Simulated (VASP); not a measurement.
# BaH2 (P6_3/mmc) in VASP: single point with PBEsol

Aim: the single point of BaH2 with PBEsol.

Program: VASP 6.6.1. These are calculated values, not measurements. Logs are shortened: lines on timing, memory, paths and dates and some standing lists are left out, and cuts for length are marked.

## 1. The cell of the first run

It takes space group P6_3/mmc (No. 194, hexagonal). Conventional cell: a = 4.128 Å, b = 4.128 Å, c = 5.169 Å, α = 90.00°, β = 90.00°, γ = 120.00°. Ba (site symmetry -6m2) has 11 H at 2.38 to 2.71 Å within 3.1 Å. H (site symmetry -6m2) has 5 Ba at 2.38 to 2.58 Å and 6 H at 2.71 Å within 3.1 Å. Within 3.4 Å of H (site symmetry -3m) lie 8 H at 2.58 to 2.71 Å and 6 Ba at 2.71 Å.

## 2. Single point, PBEsol

Input file INCAR:

```
SYSTEM = BaH2
PREC = Accurate
ENCUT = 910
EDIFF = 1E-6
ISMEAR = 0
SIGMA = 0.1
LREAL = .FALSE.
LASPH = .TRUE.
NELM = 120
ALGO = Normal
ISIF = 2
LWAVE = .FALSE.
LCHARG = .FALSE.
GGA = PS
NBANDS = 21
GGA_COMPAT = .FALSE.
```

Input file KPOINTS:

```
regular mesh
0
G
  6 6 4
  0 0 0
```

Input file POSCAR:

```
BaH2
1.0
    4.1279043900      0.0000000000      0.0000000000
   -2.0639521950      3.5748700661      0.0000000000
    0.0000000000      0.0000000000      5.1691217218
Ba H
2 4
Direct
    0.6666666667      0.3333333333      0.7500000000
    0.3333333333      0.6666666667      0.2500000000
    0.3333333333      0.6666666667      0.7500000000
    0.6666666667      0.3333333333      0.2500000000
    0.0000000000      0.0000000000      0.5000000000
    0.0000000000      0.0000000000      0.0000000000
```

Potentials or basis: VASP PAW PBE potentials, release 64 (Ba_sv, H_h).

On the command line:

```console
$ cat potpaw_PBE.64/Ba_sv/POTCAR potpaw_PBE.64/H_h/POTCAR > POTCAR
$ mpirun -np 1 vasp_std > vasp.out
```

OUTCAR:

```text
SYSTEM = BaH2
   PREC = Accurate
   ENCUT = 910
   EDIFF = 1E-6
   ISMEAR = 0
   LREAL = .FALSE.
   LASPH = .TRUE.
   NELM = 120
   ISIF = 2
   GGA = PS

 ion  position               nearest neighbor table
   1  0.667  0.333  0.750-   3 2.38   3 2.38   3 2.38   4 2.58   4 2.58   5 2.71   6 2.71   5 2.71
                             6 2.71   5 2.71   6 2.71   2 3.52   2 3.52   2 3.52   2 3.52   2 3.52
   2  0.333  0.667  0.250-   4 2.38   4 2.38   4 2.38   3 2.58   3 2.58   5 2.71   6 2.71   6 2.71
                             5 2.71   6 2.71   5 2.71   1 3.52   1 3.52   1 3.52   1 3.52   1 3.52
   3  0.333  0.667  0.750-   1 2.38   1 2.38   1 2.38   2 2.58   2 2.58
   4  0.667  0.333  0.250-   2 2.38   2 2.38   2 2.38   1 2.58   1 2.58
   5  0.000  0.000  0.500-   1 2.71   2 2.71   2 2.71   1 2.71   1 2.71   2 2.71
   6  0.000  0.000  0.000-   1 2.71   2 2.71   2 2.71   1 2.71   1 2.71   2 2.71

  LATTYP: Found a hexagonal cell.
 ALAT       =     4.1279043900
 C/A-ratio  =     1.2522387230

  Lattice vectors:

 A1 = (   4.1279043900,   0.0000000000,   0.0000000000)
 A2 = (  -2.0639521950,   3.5748700661,   0.0000000000)
 A3 = (   0.0000000000,   0.0000000000,   5.1691217218)

Analysis of symmetry for initial positions (statically):
=====================================================================
 Subroutine PRICEL returns:
 Original cell was already a primitive cell.

 Routine SETGRP: Setting up the symmetry group for a
 hexagonal supercell.

 Subroutine GETGRP returns: Found 24 space group operations
 (whereof 12 operations were pure point group operations)
 out of a pool of 24 trial point group operations.

The static configuration has the point symmetry D_3d.
 The point group associated with its full space group is D_6h.

Analysis of symmetry for dynamics (positions and initial velocities):
=====================================================================
 Subroutine PRICEL returns:
 Original cell was already a primitive cell.

 Routine SETGRP: Setting up the symmetry group for a
 hexagonal supercell.

 Subroutine GETGRP returns: Found 24 space group operations
 (whereof 12 operations were pure point group operations)
 out of a pool of 24 trial point group operations.

The dynamic configuration has the point symmetry D_3d.
 The point group associated with its full space group is D_6h.

 Subroutine INISYM returns: Found 24 space group operations
 (whereof 12 operations are pure point group operations),
 and found     1 'primitive' translations

----------------------------------------------------------------------------------------

                                     Primitive cell

  volume of cell :      76.2793

  direct lattice vectors                    reciprocal lattice vectors
     4.127904390  0.000000000  0.000000000     0.242253673  0.139865223  0.000000000
    -2.063952195  3.574870066  0.000000000     0.000000000  0.279730447  0.000000000
     0.000000000  0.000000000  5.169121722     0.000000000  0.000000000  0.193456462

  length of vectors
     4.127904390  4.127904390  5.169121722     0.279730447  0.279730447  0.193456462

  position of ions in fractional coordinates (direct lattice)
     0.666666667  0.333333333  0.750000000
     0.333333333  0.666666667  0.250000000
     0.333333333  0.666666667  0.750000000
     0.666666667  0.333333333  0.250000000
     0.000000000  0.000000000  0.500000000
     0.000000000  0.000000000  0.000000000

  ion indices of the primitive-cell ions
   primitive index   ion index
                 1           1
                 2           2
                 3           3
                 4           4
                 5           5
                 6           6

----------------------------------------------------------------------------------------

 KPOINTS: regular mesh

Automatic generation of k-mesh.
 Grid dimensions read from file:
 generate k-points for:    6    6    4

 Generating k-lattice:

  Cartesian coordinates                     Fractional coordinates (reciprocal lattice)
     0.040375612  0.023310871  0.000000000     0.166666667  0.000000000  0.000000000
     0.000000000  0.046621741  0.000000000     0.000000000  0.166666667  0.000000000
     0.000000000  0.000000000  0.048364116     0.000000000  0.000000000  0.250000000

  Length of vectors
     0.046621741  0.046621741  0.048364116

  Shift w.r.t. Gamma in fractional coordinates (k-lattice)
     0.000000000  0.000000000  0.000000000

 Subroutine IBZKPT returns following result:
 ===========================================

 Found     21 irreducible k-points:

 Following reciprocal coordinates:
            Coordinates               Weight
  0.000000  0.000000  0.000000      1.000000
  0.166667 -0.000000  0.000000      6.000000
  0.333333 -0.000000  0.000000      6.000000
  0.500000  0.000000  0.000000      3.000000
  0.166667  0.166667  0.000000      6.000000
  0.333333  0.166667  0.000000     12.000000
[... 13 lines left out ...]
  0.333333  0.166667  0.500000     12.000000
  0.333333  0.333333  0.500000      2.000000
   k-points           NKPTS =     21   k-points in BZ     NKDIM =     21   number of bands    NBANDS=     21
   number of dos      NEDOS =    301   number of ions     NIONS =      6
   total plane-waves  NPLWV =  95256
   dimension x,y,z NGX =    42 NGY =   42 NGZ =   54
   dimension x,y,z NGXF=    84 NGYF=   84 NGZF=  108
   ions per type =               2   4
   NGX,Y,Z   is equivalent  to a cutoff of  16.91, 16.91, 17.37 a.u.
   NGXF,Y,Z  is equivalent  to a cutoff of  33.83, 33.83, 34.73 a.u.
 SYSTEM =  BaH2
   PREC   = accura    normal or accurate (medium, high low for compatibility)
   ISTART =      0    job   : 0-new  1-cont  2-samecut
   ICHARG =      2    charge: 1-file 2-atom 10-const
   ISPIN  =      1    spin polarized calculation?
   LNONCOLLINEAR =      F non collinear calculations
   LSORBIT =      F    spin-orbit coupling
   LASPH  =      T    aspherical Exc in radial PAW
   ENCUT  =  910.0 eV  66.88 Ry    8.18 a.u.  10.15 10.15 12.71*2*pi/ulx,y,z
   NELM   =    120;   NELMIN=  2; NELMDL= -5     # of ELM steps
   EDIFF  = 0.1E-05   stopping-criterion for ELM
   LREAL  =      F    real-space projection
[... 7 lines left out ...]
   TEBEG  =    0.0;   TEEND  =   0.0 temperature during run
   PSTRESS=    0.0 pullay stress
   NELECT =      24.0000    total number of electrons
   NUPDOWN=      -1.0000    fix difference up-down
   EMIN   =  10.00;   EMAX   =-10.00  energy-range for DOS
   EFERMI =   0.00;   METHOD = LEGACY
   ISMEAR =     0;   SIGMA  =   0.10  broadening in eV -4-tet -1-fermi 0-gaus
   EFERMI_NEDOS =   21; number of points for ismear=-14 and -15
   IALGO  =     38    algorithm
   IMIX   =      4    mixing-type and parameters
     AMIX     =   0.40;   BMIX     =  1.00
     AMIX_MAG =   1.60;   BMIX_MAG =  1.00
  volume/ion in A,a.u.               =      12.71        85.79
  Fermi-wavevector in a.u.,A,eV,Ry     =   1.113464  2.104143 16.868545  1.239803
  Thomas-Fermi vector in A             =   2.250050
   LORBIT       =      0    0 simple, 1 ext, 2 COOP (PROOUT), +10 PAW based schemes
   GGA     = PS    functional components
   LHFCALC =     F    Hartree Fock is set to
   AEXX    =    0.0000 exact exchange contribution
   IVDW    =     0    specifies the selected vdW correction
   LEPSILON=     F    determine dielectric tensor
   LRPA    =     F    only Hartree local field effects (RPA)
 non-spin polarized calculation
 Gauss-broadening in eV      SIGMA  =   0.10
  energy-cutoff  :      910.00
  volume of cell :       76.28
 maximum number of plane-waves:      4776
 NGX is ok and might be reduce to    42
   NGX = 21   NGY = 21   NGZ = 25

 number of electron      24.0000000 magnetization

 Free energy of the ion-electron system (eV)
  ---------------------------------------------------
  ext. energy  EPLUGINS =         0.00000000
  ---------------------------------------------------
  free energy    TOTEN  =       -19.40327750 eV

  energy without entropy =      -19.40327750  energy(sigma->0) =      -19.40327750

 E-fermi :   3.2346     XC(G=0): -10.1331

 val. band max:        2.7501892833   @ k =   0.0000   0.0000   0.0000
 cond. band min:       4.2910987421   @ k =   0.3333   0.3333   0.5000
 fundamental gap:      1.5409094587
 Fermi energy:         3.2345768682

 k-point     1 :       0.0000    0.0000    0.0000
  band No.  band energies     occupation
      1     -24.3518      2.00000
      2     -23.6605      2.00000
      3     -10.8232      2.00000
      4      -9.2820      2.00000
      5      -9.2820      2.00000
      6      -8.5571      2.00000
[... 13 lines left out ...]
     20       9.0178      0.00000
     21       9.3256      0.00000

 k-point     2 :       0.1667   -0.0000    0.0000
  band No.  band energies     occupation
      1     -24.2905      2.00000
      2     -23.6785      2.00000
      3     -10.6684      2.00000
      4      -9.5774      2.00000
      5      -9.4026      2.00000
      6      -8.9139      2.00000
[... 13 lines left out ...]
     20      10.0093      0.00000
     21      10.6301      0.00000

 k-point     3 :       0.3333   -0.0000    0.0000
  band No.  band energies     occupation
      1     -24.1414      2.00000
      2     -23.7399      2.00000
      3     -10.2610      2.00000
      4     -10.1606      2.00000
      5      -9.6039      2.00000
      6      -9.4162      2.00000
[... 13 lines left out ...]
     20      10.7333      0.00000
     21      11.7379      0.00000
[... 385 lines left out ...]
 k-point    20 :       0.3333    0.1667    0.5000
  band No.  band energies     occupation
      1     -23.9133      2.00000
      2     -23.9133      2.00000
      3     -10.7792      2.00000
      4     -10.7792      2.00000
      5      -9.3989      2.00000
      6      -9.3989      2.00000
[... 13 lines left out ...]
     20      10.3001      0.00000
     21      11.2126      0.00000

 k-point    21 :       0.3333    0.3333    0.5000
  band No.  band energies     occupation
      1     -23.8997      2.00000
      2     -23.8997      2.00000
      3     -10.7728      2.00000
      4     -10.7728      2.00000
      5      -9.6556      2.00000
      6      -9.6556      2.00000
[... 13 lines left out ...]
     20      11.9740      0.00000
     21      12.2779      0.00000

------------------------ aborting loop because EDIFF is reached ----------------------------------------

  FORCE on cell =-STRESS in cart. coord.  units (eV):
  Direction    XX          YY          ZZ          XY          YZ          ZX
  --------------------------------------------------------------------------------------
  -------------------------------------------------------------------------------------
  Total        6.9869279      6.9869279      7.3440059     -0.0000000      0.0000000      0.0000000
  in kB      146.7540843    146.7540843    154.2541829     -0.0000000      0.0000000      0.0000000
  external PRESSURE =     149.2541171 kB  Pullay stress =       0.0000000 kB

 VOLUME and BASIS-vectors are now :
 -----------------------------------------------------------------------------
  energy-cutoff  :      910.00
  volume of cell :       76.28
      direct lattice vectors                 reciprocal lattice vectors
     4.127904390  0.000000000  0.000000000     0.242253673  0.139865223  0.000000000
    -2.063952195  3.574870066  0.000000000     0.000000000  0.279730447  0.000000000
     0.000000000  0.000000000  5.169121722     0.000000000  0.000000000  0.193456462

 POSITION                                       TOTAL-FORCE (eV/Angst)
 -----------------------------------------------------------------------------------
      2.06395      1.19162      3.87684        -0.000000      0.000000      0.000000
     -0.00000      2.38325      1.29228         0.000000     -0.000000      0.000000
     -0.00000      2.38325      3.87684        -0.000000      0.000000      0.000000
      2.06395      1.19162      1.29228        -0.000000     -0.000000      0.000000
      0.00000      0.00000      2.58456        -0.000000      0.000000      0.000000
      0.00000      0.00000      0.00000        -0.000000      0.000000      0.000000
 -----------------------------------------------------------------------------------
    total drift:                               -0.000000      0.000000     -0.000000

  FREE ENERGIE OF THE ION-ELECTRON SYSTEM (eV)
  ---------------------------------------------------
  free  energy   TOTEN  =       -19.4032774960 eV

  energy  without entropy=      -19.4032774960  energy(sigma->0) =      -19.40327750
```

It took 51 s on 1 thread of Intel Xeon 6975P-C (Granite Rapids), shared host; peak memory 0.32 GiB.

Results:

```
Free energy            : -19.4033 eV
Pressure               : 14.9 GPa
Band gap on the k mesh : 1.54 eV (least direct gap 2.13 eV)
```

Levels at points of the mesh, in eV from the valence-band top:
```tsv
k point	band 9	band 10	band 11	band 12	band 13	band 14	band 15	band 16
(0.00, 0.00, 0.00)	-5.07	-4.30	-0.51	0.00	2.24	2.24	3.51	3.51
(0.50, 0.00, 0.00)	-3.95	-2.54	-2.04	-1.47	1.99	4.23	5.44	6.22
(0.00, 0.00, 0.50)	-3.46	-3.46	-0.80	-0.80	1.89	1.89	1.89	1.89
(0.50, 0.00, 0.50)	-3.15	-3.15	-0.93	-0.93	2.64	2.64	4.17	4.17
```

Caveat: the cell stands under pressure; the PAW data sets were made with another functional, which shifts forces and pressure a little; spin-orbit coupling is left out, which moves the levels of the heavy elements. A k mesh can miss the band edges.
